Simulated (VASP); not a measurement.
# MgC (Immm) in VASP: further runs

MgC is run at these levels: PBE; tasks: single point.

Everything below comes from runs of VASP 6.6.1. Logs are shortened: lines on timing, memory, paths and dates and some standing lists are left out, and cuts for length are marked.

**1. The cell of the first run**

It takes space group Immm (No. 71, orthorhombic). Conventional cell: a = 2.749 Å, b = 3.668 Å, c = 4.750 Å, α = 90.00°, β = 90.00°, γ = 90.00°. Within 3.0 Å of Mg (site symmetry mmm) lie 6 C at 2.29 to 2.38 Å and 2 Mg at 2.75 Å. Within 3.0 Å of C (site symmetry mmm) lie 6 Mg at 2.29 to 2.38 Å and 2 C at 2.75 Å.

The cell was generated, and may not be a known phase.

**2. Single point, PBE**

INCAR reads:

```
ALGO = Normal
EDIFF = 1E-6
ENCUT = 520
GGA = PE
ISIF = 2
ISMEAR = 0
LASPH = True
LCHARG = False
LREAL = False
LWAVE = False
NBANDS = 10
NELM = 80
PREC = Accurate
SIGMA = 0.1
```

KPOINTS reads:

```
k-points
0
Gamma
  6 6 6
```

POSCAR reads:

```
MgC
1.0
   -1.3744414580      2.3751104995      1.8341266063
    1.3744414580     -2.3751104995      1.8341266063
    1.3744414580      2.3751104995     -1.8341266063
Mg C
1 1
Direct
    0.5000000000      0.0000000000      0.5000000000
    0.0000000000      0.0000000000      0.0000000000
```

Potentials or basis: VASP PAW PBE potentials, release 64 (Mg, C).

The run is started by

```console
> cat potpaw_PBE.64/Mg/POTCAR potpaw_PBE.64/C/POTCAR > POTCAR
> mpirun -np 1 vasp_std > vasp.out
```

OUTCAR:

```text
EDIFF = 1E-6
   ENCUT = 520
   GGA = PE
   ISIF = 2
   ISMEAR = 0
   LASPH = True
   LREAL = False
   NELM = 80
   PREC = Accurate

 ion  position               nearest neighbor table
   1  0.500  0.000  0.500-   2 2.29   2 2.29   2 2.29   2 2.29   2 2.38   2 2.38
   2  0.000  0.000  0.000-   1 2.29   1 2.29   1 2.29   1 2.29   1 2.38   1 2.38

  LATTYP: Found a body centered orthorhombic cell.
 ALAT       =     2.7488829160
 B/A-ratio  =     1.3344523302
 C/A-ratio  =     1.7280550479

  Lattice vectors:

 A1 = (   1.3744414580,  -2.3751104995,  -1.8341266063)
 A2 = (  -1.3744414580,  -2.3751104995,   1.8341266063)
 A3 = (  -1.3744414580,   2.3751104995,  -1.8341266063)

Analysis of symmetry for initial positions (statically):
=====================================================================
 Subroutine PRICEL returns:
 Original cell was already a primitive cell.

 Routine SETGRP: Setting up the symmetry group for a
 body centered orthorhombic supercell.

 Subroutine GETGRP returns: Found  8 space group operations
 (whereof  8 operations were pure point group operations)
 out of a pool of  8 trial point group operations.

The static configuration has the point symmetry D_2h.

Analysis of symmetry for dynamics (positions and initial velocities):
=====================================================================
 Subroutine PRICEL returns:
 Original cell was already a primitive cell.

 Routine SETGRP: Setting up the symmetry group for a
 body centered orthorhombic supercell.

 Subroutine GETGRP returns: Found  8 space group operations
 (whereof  8 operations were pure point group operations)
 out of a pool of  8 trial point group operations.

The dynamic configuration has the point symmetry D_2h.

 Subroutine INISYM returns: Found  8 space group operations
 (whereof  8 operations are pure point group operations),
 and found     1 'primitive' translations

----------------------------------------------------------------------------------------

                                     Primitive cell

  volume of cell :      23.9497

  direct lattice vectors                    reciprocal lattice vectors
    -1.374441458  2.375110499  1.834126606     0.000000000  0.210516521  0.272609316
     1.374441458 -2.375110499  1.834126606     0.363784137  0.000000000  0.272609316
     1.374441458  2.375110499 -1.834126606     0.363784137  0.210516521  0.000000000

  length of vectors
[... 89 lines left out ...]
   ISYM   =      2    0-nonsym 1-usesym 2-fastsym
   POTIM  = 0.5000    time-step for ionic-motion
   TEBEG  =    0.0;   TEEND  =   0.0 temperature during run
   PSTRESS=    0.0 pullay stress
   NELECT =       6.0000    total number of electrons
   NUPDOWN=      -1.0000    fix difference up-down
   EMIN   =  10.00;   EMAX   =-10.00  energy-range for DOS
   EFERMI =   0.00;   METHOD = LEGACY
   ISMEAR =     0;   SIGMA  =   0.10  broadening in eV -4-tet -1-fermi 0-gaus
   EFERMI_NEDOS =   21; number of points for ismear=-14 and -15
   IALGO  =     38    algorithm
   IMIX   =      4    mixing-type and parameters
     AMIX     =   0.40;   BMIX     =  1.00
     AMIX_MAG =   1.60;   BMIX_MAG =  1.00
  volume/ion in A,a.u.               =      11.97        80.81
  Fermi-wavevector in a.u.,A,eV,Ry     =   1.032030  1.950253 14.491361  1.065085
  Thomas-Fermi vector in A             =   2.166207
   LORBIT       =      0    0 simple, 1 ext, 2 COOP (PROOUT), +10 PAW based schemes
   GGA     = PE    functional components
   LHFCALC =     F    Hartree Fock is set to
   AEXX    =    0.0000 exact exchange contribution
   IVDW    =     0    specifies the selected vdW correction
   LEPSILON=     F    determine dielectric tensor
   LRPA    =     F    only Hartree local field effects (RPA)
 non-spin polarized calculation
 Gauss-broadening in eV      SIGMA  =   0.10
  energy-cutoff  :      520.00
  volume of cell :       23.95
 maximum number of plane-waves:       661
 NGX is ok and might be reduce to    28
   NGX = 13   NGY = 13   NGZ = 13

 number of electron       6.0000000 magnetization

 Free energy of the ion-electron system (eV)
  ---------------------------------------------------
  ext. energy  EPLUGINS =         0.00000000
  ---------------------------------------------------
  free energy    TOTEN  =        -8.14584950 eV

  energy without entropy =       -8.13682245  energy(sigma->0) =       -8.14133597

 E-fermi :   3.7219     XC(G=0): -10.3667

 val. band max:        3.7152337453   @ k =  -0.3333   0.3333   0.0000
 cond. band min:       3.7225336693   @ k =   0.3333   0.1667  -0.0000
 fundamental gap:      0.0072999239
 Fermi energy:         3.7219066161

 k-point     1 :       0.0000    0.0000    0.0000
  band No.  band energies     occupation
      1      -8.1802      2.00000
      2       3.9793      0.00027
      3       4.8434      0.00000
      4       6.8478      0.00000
      5       9.2075      0.00000
      6      12.4536      0.00000
      7      16.9844      0.00000
      8      17.7427      0.00000
      9      19.8829      0.00000
     10      20.0512      0.00000
[... 287 lines left out ...]
 k-point    24 :       0.1667    0.3333    0.1667
  band No.  band energies     occupation
      1      -4.3064      2.00000
      2       0.3276      2.00000
      3       2.0045      2.00000
      4       3.0459      2.00000
      5      11.6358      0.00000
      6      11.7830      0.00000
      7      14.6142      0.00000
      8      16.8002      0.00000
      9      19.6578      0.00000
     10      22.1684      0.00000

 [... further k-points ...]

------------------------ aborting loop because EDIFF is reached ----------------------------------------

  FORCE on cell =-STRESS in cart. coord.  units (eV):
  Direction    XX          YY          ZZ          XY          YZ          ZX
  --------------------------------------------------------------------------------------
  -------------------------------------------------------------------------------------
  Total       -0.0285419     -0.0399011     -0.0518103      0.0000000      0.0000000     -0.0000000
  in kB       -1.9093852     -2.6692947     -3.4659898      0.0000000      0.0000000     -0.0000000
  external PRESSURE =      -2.6815566 kB  Pullay stress =       0.0000000 kB

 VOLUME and BASIS-vectors are now :
 -----------------------------------------------------------------------------
  energy-cutoff  :      520.00
  volume of cell :       23.95
      direct lattice vectors                 reciprocal lattice vectors
    -1.374441458  2.375110499  1.834126606     0.000000000  0.210516521  0.272609316
     1.374441458 -2.375110499  1.834126606     0.363784137  0.000000000  0.272609316
     1.374441458  2.375110499 -1.834126606     0.363784137  0.210516521  0.000000000

 POSITION                                       TOTAL-FORCE (eV/Angst)
 -----------------------------------------------------------------------------------
      0.00000      2.37511      0.00000        -0.000000      0.000000     -0.000000
      0.00000      0.00000      0.00000         0.000000     -0.000000      0.000000
 -----------------------------------------------------------------------------------
    total drift:                               -0.000000     -0.000000      0.000000

  FREE ENERGIE OF THE ION-ELECTRON SYSTEM (eV)
  ---------------------------------------------------
  free  energy   TOTEN  =        -8.1458494955 eV

  energy  without entropy=       -8.1368224502  energy(sigma->0) =       -8.14133597
```

OSZICAR:

```text
N       E                     dE             d eps       ncg     rms          rms(c)
DAV:   1     0.394196769215E+01    0.39420E+01   -0.26753E+03   920   0.518E+02
DAV:   2    -0.805484832509E+01   -0.11997E+02   -0.11533E+02  1240   0.682E+01
DAV:   3    -0.853953958969E+01   -0.48469E+00   -0.46580E+00  1076   0.119E+01
DAV:   4    -0.854171416579E+01   -0.21746E-02   -0.21741E-02  1094   0.940E-01
DAV:   5    -0.854172080968E+01   -0.66439E-05   -0.66436E-05  1048   0.534E-02    0.337E+00
DAV:   6    -0.817905114514E+01    0.36267E+00   -0.98865E-01   998   0.395E+00    0.140E+00
DAV:   7    -0.814819402647E+01    0.30857E-01   -0.14233E-01  1060   0.175E+00    0.672E-01
DAV:   8    -0.814590416891E+01    0.22899E-02   -0.55324E-03   996   0.494E-01    0.878E-02
DAV:   9    -0.814584636685E+01    0.57802E-04   -0.33613E-04  1084   0.883E-02    0.390E-02
DAV:  10    -0.814584858223E+01   -0.22154E-05   -0.30340E-05  1040   0.326E-02    0.108E-02
DAV:  11    -0.814584973226E+01   -0.11500E-05   -0.36622E-06  1038   0.114E-02    0.474E-03
DAV:  12    -0.814584949546E+01    0.23680E-06   -0.11167E-06   542   0.485E-03
   1 F= -.81458495E+01 E0= -.81413360E+01  d E =-.902705E-02
```

stdout:

```text
POSCAR found type information on POSCAR MgC
 POSCAR found :  2 types and       2 ions
 scaLAPACK will be used
 LDA part: xc-table for (Slater+PW92), standard interpolation
 POSCAR, INCAR and KPOINTS ok, starting setup
 FFT: planning ... GRIDC
 FFT: planning ... GRID_SOFT
 FFT: planning ... GRID
 WAVECAR not read
 entering main loop
```

Run time: 28 s. Hardware: 1 thread of Intel Xeon 8259CL, shared host; peak memory 0.16 GiB.

Results:

- Free energy: -8.1458 eV
- Pressure: -0.3 GPa
- Band gap on the k mesh: zero (bands 3 and 4 overlap by 2.38 eV)

Stress tensor (GPa, compression positive):
```
-0.19  0.00  0.00
 0.00 -0.27  0.00
 0.00  0.00 -0.35
```

Caveat: the k points lie up to 0.44 Å⁻¹ apart, too coarse for converged energies and pressures of a metal.

**3. Single point, PBE**

This run uses another cell than the first one, of 14.50 Å³/atom.

INCAR reads:

```
SYSTEM = MgC
PREC = Accurate
ENCUT = 520
EDIFF = 1E-7
ISMEAR = 0
SIGMA = 0.1
LREAL = .FALSE.
LASPH = .TRUE.
NELM = 100
ALGO = Normal
ISIF = 2
LWAVE = .FALSE.
LCHARG = .TRUE.
GGA = PE
LELF = .TRUE.
LVHAR = .TRUE.
NBANDS = 10
```

KPOINTS reads:

```
regular mesh
0
G
  6 6 6
  0 0 0
```

POSCAR reads:

```
MgC
1.0
   -1.8607485800      1.8912030300      2.0607474300
    1.8607485800     -1.8912030300      2.0607474300
    1.8607485800      1.8912030300     -2.0607474300
Mg C
1 1
Direct
    0.5000000000      0.0000000000      0.5000000000
    0.0000000000      0.0000000000      0.0000000000
```

Potentials or basis: VASP PAW PBE potentials, release 64 (Mg, C).

The run is started by

```console
> cat potpaw_PBE.64/Mg/POTCAR potpaw_PBE.64/C/POTCAR > POTCAR
> mpirun -np 1 vasp_std > vasp.out
```

It took 34 s on 1 thread of Intel Xeon 8259CL, shared host; peak memory 0.16 GiB.

Results (log left out):

```yaml
Free_energy: -6.7049 eV
Pressure: 15.7 GPa
Band_gap_on_the_k_mesh: zero (bands 3 and 4 overlap by 2.72 eV)
```

Stress tensor (GPa, compression positive):
```
-10.77   0.00   0.00
  0.00  71.53   0.00
  0.00   0.00 -13.75
```

Levels at points of the mesh, in eV from the Fermi level:
| k point | band 1 | band 2 | band 3 | band 4 | band 5 | band 6 |
| --- | --- | --- | --- | --- | --- | --- |
| (0.00, 0.00, 0.00) | -10.72 | 0.57 | 1.61 | 1.69 | 4.62 | 10.90 |
| (0.50, 0.00, 0.00) | -8.81 | -3.70 | 0.44 | 0.78 | 6.08 | 8.95 |
| (0.00, 0.50, 0.00) | -8.93 | -3.42 | -0.39 | 1.47 | 6.70 | 8.57 |
| (0.50, 0.50, 0.00) | -8.63 | -3.42 | 0.00 | 0.46 | 5.10 | 7.65 |
| (0.50, 0.50, 0.50) | -7.93 | -1.86 | -1.73 | -0.91 | 4.74 | 6.76 |

Caveat: the k points lie up to 0.38 Å⁻¹ apart, too coarse for converged energies and pressures of a metal.

The gap in the log of VASP goes by the Fermi energy; the results here count the filled bands.